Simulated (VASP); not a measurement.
Crystal: Zn.

```xyz
2
Lattice="2.7900 0.0000 0.0000 -1.3950 2.4162 0.0000 0.0000 0.0000 4.5561" Properties=species:S:1:pos:R:3 pbc="T T T"
Zn    0.0000    1.6108    1.1390
Zn    1.3950    0.8054    3.4171
```

```yaml
Program: VASP 6.6.1
Task: relaxation of cell and atoms
Functional: PBEsol
Potentials_or_basis: VASP PAW PBE potentials, release 64 (Zn)
Cutoff: 600 eV
k_mesh: 7 × 7 × 4
Occupations: gaussian, width 0.1 eV
Spin: no spin polarisation
```

At the start: pressure -5.7 GPa; volume 15.36 Å³/atom.

Problem. Where does the relaxation end?

Solution. Over 5 steps the energy falls by 52.3 meV/atom and the volume is 14.21 Å³/atom (-7.5 %); space group P6_3/mmc (No. 194, to 0.05 Å).

Step by step:
```tsv
step	energy change (eV)	largest force (eV/Å)	pressure (GPa)	volume (Å³)
1	0.0000	0.0000	-5.72	30.71
2	-0.0999	0.0000	-0.03	28.32
3	-0.1009	0.0000	1.38	28.05
4	-0.1009	0.0000	1.05	28.10
5	-0.1045	0.0000	0.03	28.41
```

Final structure:
```yaml
crystal:
  lattice:
    - [2.65688, 0.00000, 0.00000]
    - [-1.32844, 2.30092, 0.00000]
    - [0.00000, 0.00000, 4.64791]
  atoms:
    - { symbol: Zn, position: [0.33333, 0.66667, 0.25000] }
    - { symbol: Zn, position: [0.66667, 0.33333, 0.75000] }
```

Caveat: the k points lie up to 0.39 Å⁻¹ apart in the final cell; the PAW data sets were made with another functional, which shifts forces and pressure a little.
